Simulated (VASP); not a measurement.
**Si5Br2: relaxation of cell and atoms with PBE**

The system is Si5Br2.

```
Si Br
1.0
     4.50099    0.00000    0.00000
     0.00000    4.77029    0.00000
     0.00000    0.00000    7.61019
Si Br
5 2
Direct
  0.00000 0.00000 0.31900
  0.00000 0.00000 0.68100
  0.50000 0.50000 0.50000
  0.50000 0.00000 0.00000
  0.00000 0.50000 0.00000
  0.50000 0.00000 0.50000
  0.00000 0.00000 0.00000
```

```
Program                : VASP 6.6.1
Task                   : relaxation of cell and atoms
Functional             : PBE
Potentials or basis    : VASP PAW PBE potentials, release 64 (Si, Br)
Cutoff                 : 600 eV
k mesh                 : 4 × 4 × 2
Occupations            : gaussian, width 0.1 eV
Spin                   : no spin polarisation
Dipole correction      : no
Further INCAR settings : ALGO = Normal; EDIFF = 1e-06; IBRION = 2; EDIFFG = -0.04; NSW = 90; ISIF = 3
```

```
Relaxed volume                         : 31.06 Å³/atom
Relaxed cell                           : a = 5.296 Å, b = 5.264 Å, c = 7.799 Å, α = 90.00°, β = 90.00°, γ = 90.00°
Space group after relaxing (to 0.05 Å) : Pmmm (No. 47)
Energy gained by relaxing              : 367.0 meV/atom
Ionic steps                            : 13
Pressure after relaxing                : 0.0 GPa
Largest force after relaxing           : 0.009 eV/Å
Band gap on the k mesh                 : zero (band 17 reaches 3.34 eV, above the bottom of band 18 at 2.34 eV)
```

Forces on the atoms (eV/Å):
```
Si   0.000  0.000  0.009
Si   0.000  0.000 -0.009
Si   0.000  0.000  0.000
Si   0.000  0.000  0.000
Si   0.000  0.000  0.000
Br   0.000  0.000  0.000
Br   0.000  0.000  0.000
```

The path:
```tsv
step	energy change (eV)	largest force (eV/Å)	pressure (GPa)	volume (Å³)
1	0.0000	1.1921	13.11	163.40
2	-1.9729	1.2430	-0.02	212.60
3	-1.9900	1.4248	-0.95	220.95
4	-2.2971	1.4583	-0.84	220.14
5	-1.8860	4.5613	2.30	216.68
6	-2.4421	1.2445	-0.67	219.49
7	-2.5091	0.3740	0.16	218.20
8	-2.5324	0.5386	-0.31	218.77
9	-2.5351	0.3700	-0.23	218.64
10	-2.5623	0.1818	0.19	216.68
11	-2.5624	0.2012	0.20	216.62
12	-2.5678	0.0881	-0.04	217.74
13	-2.5689	0.0093	0.02	217.41
```

Final structure:
```xyz
7
Lattice="5.2958 0.0000 0.0000 0.0000 5.2636 0.0000 0.0000 0.0000 7.7995" Properties=species:S:1:pos:R:3 pbc="T T T"
Si    0.0000    0.0000    2.7575
Si    0.0000    0.0000    5.0420
Si    2.6479    2.6318    3.8997
Si    2.6479    0.0000    0.0000
Si    0.0000    2.6318    0.0000
Br    2.6479    0.0000    3.8997
Br    0.0000    0.0000    0.0000
```

Levels at points of the mesh, in eV from the Fermi level:
| k point | band 14 | band 15 | band 16 | band 17 | band 18 | band 19 | band 20 | band 21 |
| --- | --- | --- | --- | --- | --- | --- | --- | --- |
| (0.00, 0.00, 0.00) | -1.34 | -0.29 | -0.26 | 0.26 | 0.45 | 0.68 | 0.81 | 0.96 |
| (0.50, 0.00, 0.00) | -1.10 | -0.96 | -0.52 | -0.39 | -0.29 | 0.00 | 0.05 | 0.31 |
| (0.00, 0.50, 0.00) | -1.78 | -1.30 | -0.89 | -0.60 | -0.03 | 0.03 | 0.29 | 0.55 |
| (0.50, 0.50, 0.00) | -2.23 | -1.94 | -1.16 | -1.02 | -0.47 | -0.47 | -0.21 | 0.35 |
| (0.00, 0.00, 0.50) | -0.50 | -0.10 | 0.47 | 0.53 | 0.54 | 0.58 | 0.67 | 1.01 |
| (0.50, 0.00, 0.50) | -1.52 | -1.15 | -0.49 | -0.33 | -0.29 | 0.27 | 0.44 | 0.97 |
| (0.00, 0.50, 0.50) | -1.68 | -0.97 | -0.32 | -0.31 | 0.08 | 0.32 | 0.33 | 0.58 |
| (0.50, 0.50, 0.50) | -2.30 | -2.06 | -1.44 | -0.02 | -0.01 | 0.31 | 0.41 | 0.51 |

Run time: 5.3 min on 1 thread of Intel(R) Xeon(R) 6975P-C (Granite Rapids) (shared host), peak memory 0.34 GiB.

Caveat: the k points lie up to 0.40 Å⁻¹ apart in the final cell; the volume moved by over 15 % at a fixed basis, so the end points are rough.
